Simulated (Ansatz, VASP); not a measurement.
C in VASP and in Ansatz

```
C
1.0
     0.00000    2.09486    3.56176
     1.20950    0.00000    3.56176
     1.20950    2.09486    0.00000
C
2
Direct
  0.16670 0.83330 0.16670
  0.83330 0.16670 0.83330
```

Change from the starting cell: strain -0.015 along x and y, +0.000 along z, atoms carried along.

Alike in both runs: task single point; functional r2SCAN; k mesh 14 × 14 × 14; occupations gaussian, width 0.05 eV; no spin polarisation.

|  | VASP | Ansatz |
| --- | --- | --- |
| version | VASP 6.6.1 | Ansatz 0.2.0 |
| potentials or method | VASP PAW PBE potentials, release 64 (C), cutoff 520 eV | scalar-relativistic, plane waves, PAW |
| valence electrons in the cell | 8 | 8 |

|  | VASP | Ansatz | Ansatz less VASP |
| --- | --- | --- | --- |
| gap on the k mesh at the Fermi level (eV) | 0.70 | 0.70 | -0.001 |
| least direct gap on the mesh (eV) | 0.82 | 0.82 | -0.001 |
| pressure (GPa) | 13.7 | 13.0 | -0.66 |
| traceless stress, the component that is largest in VASP (GPa) | -13.87 | -13.09 | +0.784 |

VASP's potentials were made for PBE, not for r2SCAN. The functional is the same, so the differences come from potentials, cutoffs and numerics.
